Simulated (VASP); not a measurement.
# TiN (dscan) (Fm-3m) in VASP: notebook, part 2 of 2

VASP 6.6.1. The steps go on from the part before.

### 3 Single point, r2SCAN

This run uses another cell than the first one, of 9.48 Å³/atom, 0.994 times its volume.

POSCAR reads:

```
TiN
1.0
    0.0000000000      2.1167143869      2.1167143869
    2.1167143869      0.0000000000      2.1167143869
    2.1167143869      2.1167143869      0.0000000000
Ti N
1 1
Direct
    0.0000000000      0.0000000000      0.0000000000
    0.5000000000      0.5000000000      0.5000000000
```

INCAR.step1 reads:

```
SYSTEM = TiN
PREC = Accurate
ENCUT = 520
ISMEAR = 0
SIGMA = 0.1
LREAL = .FALSE.
LASPH = .TRUE.
NELM = 100
NBANDS = 16
GGA = PE
ALGO = Normal
EDIFF = 1E-4
LWAVE = .TRUE.
LCHARG = .FALSE.
```

INCAR.step2 reads:

```
SYSTEM = TiN
PREC = Accurate
ENCUT = 520
EDIFF = 1E-7
ISMEAR = 0
SIGMA = 0.1
LREAL = .FALSE.
LASPH = .TRUE.
NELM = 100
ALGO = Normal
ISIF = 2
LWAVE = .FALSE.
LCHARG = .FALSE.
METAGGA = R2SCAN
LMIXTAU = .TRUE.
NBANDS = 16
ISTART = 1
```

KPOINTS reads:

```
regular mesh
0
G
  14 14 14
  0 0 0
```

Potentials or basis: VASP PAW PBE potentials, release 64 (Ti_sv, N).

The run is started by

```sh
$ cat potpaw_PBE.64/Ti_sv/POTCAR potpaw_PBE.64/N/POTCAR > POTCAR
$ cp INCAR.step1 INCAR
$ mpirun -np 1 vasp_std > vasp.out
$ cp INCAR.step2 INCAR
$ mpirun -np 1 vasp_std > vasp.out
```

OUTCAR:

```text
SYSTEM = TiN
   PREC = Accurate
   ENCUT = 520
   EDIFF = 1E-7
   ISMEAR = 0
   LREAL = .FALSE.
   LASPH = .TRUE.
   NELM = 100
   ISIF = 2
   METAGGA = R2SCAN
   ISTART = 1

 ion  position               nearest neighbor table
   1  0.000  0.000  0.000-   2 2.12   2 2.12   2 2.12   2 2.12   2 2.12   2 2.12
   2  0.500  0.500  0.500-   1 2.12   1 2.12   1 2.12   1 2.12   1 2.12   1 2.12

  LATTYP: Found a face centered cubic cell.
 ALAT       =     4.2334287738

  Lattice vectors:

 A1 = (   0.0000000000,   2.1167143869,   2.1167143869)
 A2 = (   2.1167143869,   0.0000000000,   2.1167143869)
 A3 = (   2.1167143869,   2.1167143869,   0.0000000000)
[... 627 lines left out ...]
      6       5.3597      2.00000
[... 8 lines left out ...]
     15      25.5377      0.00000
     16      29.2277      0.00000

 [... further k-points ...]
[... 5 lines left out ...]
  --------------------------------------------------------------------------------------
  -------------------------------------------------------------------------------------
  Total        0.1594249      0.1594249      0.1594249      0.0000000     -0.0000000      0.0000000
  in kB       13.4663531     13.4663531     13.4663531      0.0000000     -0.0000000      0.0000000
  external PRESSURE =      13.4663531 kB  Pullay stress =       0.0000000 kB

 VOLUME and BASIS-vectors are now :
 -----------------------------------------------------------------------------
  energy-cutoff  :      520.00
  volume of cell :       18.97
      direct lattice vectors                 reciprocal lattice vectors
     0.000000000  2.116714387  2.116714387    -0.236215147  0.236215147  0.236215147
     2.116714387  0.000000000  2.116714387     0.236215147 -0.236215147  0.236215147
     2.116714387  2.116714387  0.000000000     0.236215147  0.236215147 -0.236215147

 POSITION                                       TOTAL-FORCE (eV/Angst)
 -----------------------------------------------------------------------------------
      0.00000      0.00000      0.00000         0.000000      0.000000      0.000000
      2.11671      2.11671      2.11671         0.000000      0.000000      0.000000
 -----------------------------------------------------------------------------------
    total drift:                                0.000000     -0.000000     -0.000000

  FREE ENERGIE OF THE ION-ELECTRON SYSTEM (eV)
  ---------------------------------------------------
  free  energy   TOTEN  =       -26.0143449731 eV

  energy  without entropy=      -26.0094188526  energy(sigma->0) =      -26.01188191
```

OSZICAR.step1:

```text
N       E                     dE             d eps       ncg     rms          rms(c)
DAV:   1     0.132699533300E+03    0.13270E+03   -0.82850E+03  3336   0.126E+03
DAV:   2    -0.165681890462E+02   -0.14927E+03   -0.13915E+03  3632   0.345E+02
DAV:   3    -0.245990968297E+02   -0.80309E+01   -0.79324E+01  4328   0.826E+01
DAV:   4    -0.247943190647E+02   -0.19522E+00   -0.19504E+00  3976   0.124E+01
DAV:   5    -0.247990013508E+02   -0.46823E-02   -0.46823E-02  4008   0.168E+00    0.183E+01
DAV:   6    -0.200119508038E+02    0.47871E+01   -0.12941E+01  4360   0.536E+01    0.688E+00
DAV:   7    -0.196746469523E+02    0.33730E+00   -0.16564E+00  3952   0.161E+01    0.497E+00
DAV:   8    -0.198953727900E+02   -0.22073E+00   -0.10525E+00  4472   0.153E+01    0.601E+00
DAV:   9    -0.196443919739E+02    0.25098E+00   -0.34787E-01  3800   0.909E+00    0.156E+00
DAV:  10    -0.196374875002E+02    0.69045E-02   -0.31402E-02  4096   0.200E+00    0.418E-01
DAV:  11    -0.196344868293E+02    0.30007E-02   -0.45917E-03  4856   0.825E-01    0.166E-01
DAV:  12    -0.196344485035E+02    0.38326E-04   -0.38087E-04  3744   0.183E-01
   1 F= -.19634449E+02 E0= -.19631908E+02  d E =-.508091E-02
```

Run time: 48 s. Hardware: 1 thread of Intel Xeon 6975P-C (Granite Rapids), shared host; peak memory 0.16 GiB.

What came out:

| Item | Value |
| --- | --- |
| Free energy | -26.0143 eV |
| Pressure | 1.3 GPa |

Caveat: the PAW data sets were made with another functional, which shifts forces and pressure a little.
